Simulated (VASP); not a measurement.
GaW: single point with PBE

The system is GaW.

```
CELL_PARAMETERS angstrom
0.00000 2.56624 2.56624
2.56624 0.00000 2.56624
2.56624 2.56624 0.00000
ATOMIC_POSITIONS crystal
Ga 0.50000 0.50000 0.50000
W 0.00000 0.00000 0.00000
```

```json
{
  "Program": "VASP 6.6.1",
  "Task": "single point",
  "Functional": "PBE",
  "Potentials or basis": "VASP PAW PBE potentials, release 64 (Ga_d, W_sv)",
  "Cutoff": "520 eV",
  "k mesh": "6 × 6 × 6",
  "Occupations": "gaussian, width 0.1 eV",
  "Spin": "no spin polarisation"
}
```

* Pressure: 0.2 GPa

Levels at points of the mesh, in eV from the Fermi level:
```tsv
k point	band 9	band 10	band 11	band 12	band 13	band 14	band 15	band 16	band 17	band 18
(0.00, 0.00, 0.00)	-14.84	-10.91	-1.35	-1.35	-1.35	-0.41	-0.41	4.67	4.67	4.67
(0.50, 0.00, 0.00)	-14.77	-6.43	-6.35	-3.03	-3.03	0.58	0.58	1.47	6.02	8.51
(0.50, 0.50, 0.00)	-14.74	-7.78	-3.28	-3.04	0.50	1.10	1.10	1.21	1.21	2.15
```

It took 12 s on 1 thread of AMD EPYC 7R13 Processor (Zen 3) (shared host), peak memory 0.13 GiB.

Caveat: spin-orbit coupling is left out, which moves the levels of the heavy elements.
